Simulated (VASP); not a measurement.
# CaZr (P-6m2) in VASP: relaxation of cell and atoms with PBE

Aim: the relaxation of cell and atoms of CaZr with PBE.

Program: VASP 6.6.1. These are calculated values, not measurements. Logs are shortened: lines on timing, memory, paths and dates and some standing lists are left out, and cuts for length are marked.

## 1. The cell of the first run

The structure is hexagonal, space group P-6m2 (No. 187). The conventional cell has a = 3.336 Å, b = 3.336 Å, c = 5.860 Å, α = 90.00°, β = 90.00°, γ = 120.00°. Within 4.4 Å of Ca (site symmetry -6m2) lie 6 Ca at 3.34 Å and 6 Zr at 3.51 Å. Zr (site symmetry -6m2) has 6 Zr at 3.34 Å and 6 Ca at 3.51 Å within 4.4 Å.

## 2. Relaxation of cell and atoms, PBE

File INCAR:

```
SYSTEM = CaZr
PREC = Accurate ; ENCUT = 600
EDIFF = 1E-6 ; ISMEAR = 0
SIGMA = 0.1 ; LREAL = .False.
LASPH = .True. ; NELM = 80
ALGO = Fast ; ISIF = 3
LWAVE = .False. ; LCHARG = .False.
GGA = PE ; IBRION = 2
NSW = 100 ; EDIFFG = -0.01
```

File KPOINTS:

```
Automatic mesh
0
Gamma
  18 18 10
  0 0 0
```

File POSCAR:

```
CaZr
1.0
    3.3362246318      0.0000000000      0.0000000000
   -1.6681123159      2.8892552839      0.0000000000
    0.0000000000      0.0000000000      5.8599677114
Ca Zr
1 1
Direct
    0.6666666667      0.3333333333      0.0000000000
    0.0000000000      0.0000000000      0.5000000000
```

Potentials or basis: VASP PAW PBE potentials, release 64 (Ca_sv, Zr_sv).

On the command line:

```console
cat potpaw_PBE.64/Ca_sv/POTCAR potpaw_PBE.64/Zr_sv/POTCAR > POTCAR
mpirun -np 1 vasp_std > vasp.out
```

OUTCAR:

```text
SYSTEM = CaZr
   PREC = Accurate
   ENCUT = 600
   EDIFF = 1E-6
   ISMEAR = 0
   LREAL = .False.
   LASPH = .True.
   NELM = 80
   ISIF = 3
   GGA = PE
   IBRION = 2
   NSW = 100
   EDIFFG = -0.01

 ion  position               nearest neighbor table
   1  0.667  0.333  0.000-   2 3.51   2 3.51   2 3.51   2 3.51   2 3.51   2 3.51
   2  0.000  0.000  0.500-   1 3.51   1 3.51   1 3.51   1 3.51   1 3.51   1 3.51

  LATTYP: Found a hexagonal cell.
 ALAT       =     3.3362246318
 C/A-ratio  =     1.7564667725

  Lattice vectors:

 A1 = (   3.3362246318,   0.0000000000,   0.0000000000)
 A2 = (  -1.6681123159,   2.8892552839,   0.0000000000)
 A3 = (   0.0000000000,   0.0000000000,   5.8599677114)

Analysis of symmetry for initial positions (statically):
=====================================================================
 Subroutine PRICEL returns:
 Original cell was already a primitive cell.

 Routine SETGRP: Setting up the symmetry group for a
 hexagonal supercell.

 Subroutine GETGRP returns: Found 12 space group operations
 (whereof 12 operations were pure point group operations)
 out of a pool of 24 trial point group operations.

The static configuration has the point symmetry D_3h.

Analysis of symmetry for dynamics (positions and initial velocities):
=====================================================================
 Subroutine PRICEL returns:
 Original cell was already a primitive cell.

 Routine SETGRP: Setting up the symmetry group for a
 hexagonal supercell.

 Subroutine GETGRP returns: Found 12 space group operations
 (whereof 12 operations were pure point group operations)
 out of a pool of 24 trial point group operations.

The dynamic configuration has the point symmetry D_3h.

 Subroutine INISYM returns: Found 12 space group operations
 (whereof 12 operations are pure point group operations),
 and found     1 'primitive' translations

----------------------------------------------------------------------------------------

                                     Primitive cell

  volume of cell :      56.4854

  direct lattice vectors                    reciprocal lattice vectors
     3.336224632  0.000000000  0.000000000     0.299740009  0.173054975  0.000000000
    -1.668112316  2.889255284  0.000000000     0.000000000  0.346109949  0.000000000
     0.000000000  0.000000000  5.859967711     0.000000000  0.000000000  0.170649404

  length of vectors
     3.336224632  3.336224632  5.859967711     0.346109949  0.346109949  0.170649404

  position of ions in fractional coordinates (direct lattice)
     0.666666667  0.333333333  0.000000000
     0.000000000  0.000000000  0.500000000

  ion indices of the primitive-cell ions
   primitive index   ion index
                 1           1
                 2           2

----------------------------------------------------------------------------------------

 KPOINTS: Automatic mesh

Automatic generation of k-mesh.
 Grid dimensions read from file:
 generate k-points for:   18   18   10

 Generating k-lattice:

  Cartesian coordinates                     Fractional coordinates (reciprocal lattice)
     0.016652223  0.009614165  0.000000000     0.055555556  0.000000000  0.000000000
     0.000000000  0.019228331  0.000000000     0.000000000  0.055555556  0.000000000
     0.000000000  0.000000000  0.017064940     0.000000000  0.000000000  0.100000000

  Length of vectors
     0.019228331  0.019228331  0.017064940

  Shift w.r.t. Gamma in fractional coordinates (k-lattice)
     0.000000000  0.000000000  0.000000000

 Subroutine IBZKPT returns following result:
 ===========================================

 Found    222 irreducible k-points:

 Following reciprocal coordinates:
            Coordinates               Weight
  0.000000  0.000000  0.000000      1.000000
  0.055556  0.000000  0.000000      6.000000
  0.111111  0.000000  0.000000      6.000000
  0.166667  0.000000  0.000000      6.000000
  0.222222  0.000000  0.000000      6.000000
  0.277778  0.000000  0.000000      6.000000
[... 16 lines left out ...]
  0.333333  0.111111  0.000000     12.000000
  0.388889  0.111111  0.000000     12.000000
 [... further k-points ...]
   k-points           NKPTS =    222   k-points in BZ     NKDIM =    222   number of bands    NBANDS=     15
   number of dos      NEDOS =    301   number of ions     NIONS =      2
   total plane-waves  NPLWV =  37632
   dimension x,y,z NGX =    28 NGY =   28 NGZ =   48
   dimension x,y,z NGXF=    56 NGYF=   56 NGZF=   96
   ions per type =               1   1
   NGX,Y,Z   is equivalent  to a cutoff of  13.95, 13.95, 13.62 a.u.
   NGXF,Y,Z  is equivalent  to a cutoff of  27.91, 27.91, 27.23 a.u.
 SYSTEM =  CaZr
   PREC   = accura    normal or accurate (medium, high low for compatibility)
   ISTART =      0    job   : 0-new  1-cont  2-samecut
   ICHARG =      2    charge: 1-file 2-atom 10-const
   ISPIN  =      1    spin polarized calculation?
   LNONCOLLINEAR =      F non collinear calculations
   LSORBIT =      F    spin-orbit coupling
   LASPH  =      T    aspherical Exc in radial PAW
   ENCUT  =  600.0 eV  44.10 Ry    6.64 a.u.   6.66  6.66 11.70*2*pi/ulx,y,z
   NELM   =     80;   NELMIN=  2; NELMDL= -5     # of ELM steps
   EDIFF  = 0.1E-05   stopping-criterion for ELM
   LREAL  =      F    real-space projection
   EDIFFG = -.1E-01   stopping-criterion for IOM
   NSW    =    100    number of steps for IOM
   IBRION =      2    ionic relax: 0-MD 1-quasi-New 2-CG
   NFREE  =      1    steps in history (QN), initial steepest desc. (CG)
   ISIF   =      3    stress and relaxation
   ISYM   =      2    0-nonsym 1-usesym 2-fastsym
   POTIM  = 0.5000    time-step for ionic-motion
   TEBEG  =    0.0;   TEEND  =   0.0 temperature during run
   PSTRESS=    0.0 pullay stress
   NELECT =      22.0000    total number of electrons
   NUPDOWN=      -1.0000    fix difference up-down
   EMIN   =  10.00;   EMAX   =-10.00  energy-range for DOS
   EFERMI =   0.00;   METHOD = LEGACY
   ISMEAR =     0;   SIGMA  =   0.10  broadening in eV -4-tet -1-fermi 0-gaus
   EFERMI_NEDOS =   21; number of points for ismear=-14 and -15
   IALGO  =     68    algorithm
   IMIX   =      4    mixing-type and parameters
     AMIX     =   0.40;   BMIX     =  1.00
     AMIX_MAG =   1.60;   BMIX_MAG =  1.00
  volume/ion in A,a.u.               =      28.24       190.59
  Fermi-wavevector in a.u.,A,eV,Ry     =   1.195557  2.259275 19.447573  1.429356
  Thomas-Fermi vector in A             =   2.331519
   LORBIT       =      0    0 simple, 1 ext, 2 COOP (PROOUT), +10 PAW based schemes
   GGA     = PE    functional components
   LHFCALC =     F    Hartree Fock is set to
   AEXX    =    0.0000 exact exchange contribution
   IVDW    =     0    specifies the selected vdW correction
   LEPSILON=     F    determine dielectric tensor
   LRPA    =     F    only Hartree local field effects (RPA)
 conjugate gradient relaxation of ions
 non-spin polarized calculation
 RMM-DIIS sequential band-by-band and
 Gauss-broadening in eV      SIGMA  =   0.10
  energy-cutoff  :      600.00
  volume of cell :       56.49
 maximum number of plane-waves:      1919
 NGX is ok and might be reduce to    28
   NGX = 13   NGY = 13   NGZ = 23

--------------------------------------- Ionic step        1  -------------------------------------------

 number of electron      22.0000001 magnetization

 Free energy of the ion-electron system (eV)
  ---------------------------------------------------
  ext. energy  EPLUGINS =         0.00000000
  ---------------------------------------------------
  free energy    TOTEN  =        -9.66973931 eV

  energy without entropy =       -9.65619610  energy(sigma->0) =       -9.66296770

------------------------ aborting loop because EDIFF is reached ----------------------------------------

  FORCE on cell =-STRESS in cart. coord.  units (eV):
  Direction    XX          YY          ZZ          XY          YZ          ZX
  --------------------------------------------------------------------------------------
  -------------------------------------------------------------------------------------
  Total       -0.1148445     -0.1148445      0.2875515      0.0000000      0.0000000      0.0000000
  in kB       -3.2575003     -3.2575003      8.1562359      0.0000000      0.0000000      0.0000000
  external PRESSURE =       0.5470784 kB  Pullay stress =       0.0000000 kB
[... 57 lines left out ...]
  energy  without entropy=       -9.6595566447  energy(sigma->0) =       -9.66565477

--------------------------------------- Ionic step        3  -------------------------------------------

 number of electron      22.0000000 magnetization

 Free energy of the ion-electron system (eV)
  ---------------------------------------------------
  ext. energy  EPLUGINS =         0.00000000
  ---------------------------------------------------
  free energy    TOTEN  =        -9.67239509 eV

  energy without entropy =       -9.66145075  energy(sigma->0) =       -9.66692292

 E-fermi :   5.1798     XC(G=0):  -9.6392

 val. band max:        5.1783933870   @ k =   0.2222   0.1667   0.1000
 cond. band min:       5.1866756195   @ k =   0.3889   0.2222   0.3000
 fundamental gap:      0.0082822324
 Fermi energy:         5.1798257283

 k-point     1 :       0.0000    0.0000    0.0000
  band No.  band energies     occupation
      1     -43.7508      2.00000
      2     -35.7644      2.00000
      3     -21.8013      2.00000
      4     -21.4566      2.00000
      5     -21.4566      2.00000
      6     -16.6892      2.00000
      7     -16.5967      2.00000
      8     -16.5967      2.00000
      9       0.4313      2.00000
     10       3.1592      2.00000
     11       5.3348      0.02838
     12       6.4654      0.00000
     13       6.4654      0.00000
     14       6.6883      0.00000
     15       8.4689      0.00000
[... 397 lines left out ...]
 k-point    24 :       0.3889    0.1111    0.0000
  band No.  band energies     occupation
      1     -43.6917      2.00000
      2     -35.6884      2.00000
      3     -21.9361      2.00000
      4     -21.7200      2.00000
      5     -21.6119      2.00000
      6     -17.0995      2.00000
      7     -16.7542      2.00000
      8     -16.6097      2.00000
      9       3.5441      2.00000
     10       4.2770      2.00000
     11       4.5173      2.00000
     12       5.4467      0.00016
     13       6.4158      0.00000
     14       7.1220      0.00000
     15       7.1611      0.00000

 [... further k-points ...]

------------------------ aborting loop because EDIFF is reached ----------------------------------------

  FORCE on cell =-STRESS in cart. coord.  units (eV):
  Direction    XX          YY          ZZ          XY          YZ          ZX
  --------------------------------------------------------------------------------------
  -------------------------------------------------------------------------------------
  Total        0.0118726      0.0118726      0.0002605      0.0000000      0.0000000      0.0000000
  in kB        0.3358709      0.3358709      0.0073684      0.0000000      0.0000000      0.0000000
  external PRESSURE =       0.2263700 kB  Pullay stress =       0.0000000 kB
[... 17 lines left out ...]
  FREE ENERGIE OF THE ION-ELECTRON SYSTEM (eV)
  ---------------------------------------------------
  free  energy   TOTEN  =        -9.6723950872 eV

  energy  without entropy=       -9.6614507507  energy(sigma->0) =       -9.66692292

 reached required accuracy - stopping structural energy minimisation
```

Run time: 5.8 min. Hardware: 1 thread of Intel Xeon 6975P-C (Granite Rapids), shared host; peak memory 0.4 GiB.

Results:

| Quantity | Value |
| --- | --- |
| Free energy | -9.6724 eV |
| Relaxed volume | 28.32 Å³/atom |
| Relaxed cell | a = 3.318 Å, b = 3.318 Å, c = 5.940 Å, α = 90.00°, β = 90.00°, γ = 120.00° |
| Space group after relaxing (to 0.1 Å) | P-6m2 (No. 187) |
| Energy gained by relaxing | 1.3 meV/atom |
| Ionic steps | 3 |
| Pressure after relaxing | 0.0 GPa |
| Band gap on the k mesh | zero (bands 11 and 12 overlap by 0.35 eV) |

The path:
```
step  energy change (eV)  largest force (eV/Å)  pressure (GPa)  volume (Å³)
   1              0.0000                0.0000            0.05        56.49
   2             -0.0020                0.0000            0.06        56.56
   3             -0.0027                0.0000            0.02        56.63
```

Final structure:
```
CELL_PARAMETERS angstrom
3.31793 0.00000 0.00000
-1.65896 2.87341 0.00000
0.00000 0.00000 5.94045
ATOMIC_POSITIONS crystal
Ca 0.66667 0.33333 0.00000
Zr 0.00000 0.00000 0.50000
```

Levels at points of the mesh, in eV from the Fermi level:
```
           k point  band 7  band 8  band 9  band 10  band 11  band 12  band 13  band 14  band 15
(0.00, 0.00, 0.00)  -21.78  -21.78   -4.75    -2.02     0.15     1.29     1.29     1.51     3.29
(0.50, 0.00, 0.00)  -21.90  -21.79   -1.83    -1.01    -0.70     0.26     1.39     2.00     2.02
(0.00, 0.00, 0.50)  -21.78  -21.78   -3.83    -3.13    -0.20     1.25     1.25     1.55     2.68
(0.50, 0.00, 0.50)  -21.90  -21.79   -1.84    -1.51    -0.15     0.50     1.41     1.90     2.39
```
